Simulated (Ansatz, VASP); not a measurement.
## Two plane-wave programs on ZnSnP2

Contents of POSCAR:

```
ZnSnP2
1.0
   -2.8252091623      2.8252091623      5.6635692240
    2.8252091623     -2.8252091623      5.6635692240
    2.8252091623      2.8252091623     -5.6635692240
Zn Sn P
2 2 4
Direct
    0.7500000000      0.2500000000      0.5000000000
    0.0000000000      0.0000000000      0.0000000000
    0.2500000000      0.7500000000      0.5000000000
    0.5000000000      0.5000000000      0.0000000000
    0.3750000000      0.3532625018      0.4782625018
    0.6467374982      0.1250000000      0.0217374982
    0.1032625018      0.6250000000      0.9782625018
    0.8750000000      0.8967374982      0.5217374982
```

INCAR.step1

```
  ALGO = Normal
  EDIFF = 1E-5
  ENCUT = 550
  GGA = PE
  GGA_COMPAT = False
  ISMEAR = 0
  LASPH = True
  LCHARG = False
  LREAL = False
  LWAVE = True
  NBANDS = 46
  NELM = 120
  PREC = Accurate
  SIGMA = 0.01
```

INCAR.step2

```
  ALGO = Normal
  EDIFF = 1E-6
  ENCUT = 550
  GGA_COMPAT = False
  ISIF = 2
  ISMEAR = 0
  ISTART = 1
  LASPH = True
  LCHARG = False
  LMIXTAU = True
  LREAL = False
  LWAVE = False
  METAGGA = R2SCAN
  NBANDS = 46
  NELM = 120
  PREC = Accurate
  SIGMA = 0.01
```

The input KPOINTS:

```
k-points
0
Gamma
  6 6 6
```

Input for Ansatz:

```yaml
crystal:
  lattice:
    - [-2.8252091623, 2.8252091623, 5.663569224]
    - [2.8252091623, -2.8252091623, 5.663569224]
    - [2.8252091623, 2.8252091623, -5.663569224]
  atoms:
    - { symbol: Zn, position: [0.75, 0.25, 0.5] }
    - { symbol: Zn, position: [0.0, 0.0, 0.0] }
    - { symbol: Sn, position: [0.25, 0.75, 0.5] }
    - { symbol: Sn, position: [0.5, 0.5, 0.0] }
    - { symbol: P, position: [0.375, 0.3532625018, 0.4782625018] }
    - { symbol: P, position: [0.6467374982, 0.125, 0.0217374982] }
    - { symbol: P, position: [0.1032625018, 0.625, 0.9782625018] }
    - { symbol: P, position: [0.875, 0.8967374982, 0.5217374982] }
kpoints:
  mp_grid: { grid: [6, 6, 6] }
  band_path:
    path:
      - [0.0, 0.0, 0.0]
      - [0.0, 0.0, 0.5]
      - [0.25, 0.25, 0.25]
      - [0.0, 0.5, 0.0]
      - [0.5, 0.5, -0.5]
      - [0.312210085, 0.687789915, -0.312210085]
      - [-0.312210085, 0.312210085, 0.312210085]
      - [-0.1244201699, 0.1244201699, 0.5]
      - [0.5, 0.5, -0.1244201699]
    npoints: 1
hamiltonian:
  xc: r2scan
scf:
  occupations: { method: fixed }
  n_extra_bands: 6
output:
  forces: true
  stress: true
  eigenvalues: true
  write_density: true
  write_potential: true
  elf: true
  volumetric_format: npy
```

Alike in both runs: task single point; functional r2SCAN; k mesh 6 × 6 × 6; no spin polarisation.

```csv
,VASP,Ansatz
version,VASP 6.6.1,Ansatz 0.2.0
potentials or method,"VASP PAW PBE potentials, release 64 (Zn, Sn_d, P)","plane waves, PAW"
plane-wave cutoff (eV),550,500
occupations,"gaussian, width 0.01 eV",fixed
valence electrons in the cell,72,72
```

VASP gave:

* gap on the k mesh at the Fermi level (eV): 1.25
* pressure (GPa): -0.1
* rms of the force components (eV/Å): 0.007

Problem. What did Ansatz give for the same quantities?

Solution. gap on the k mesh at the Fermi level (eV): 1.25; pressure (GPa): 0.0; rms of the force components (eV/Å): 0.000.

VASP's potentials were made for PBE, not for r2SCAN. Atom by atom the forces differ by 0.007 eV/Å (rms over components).
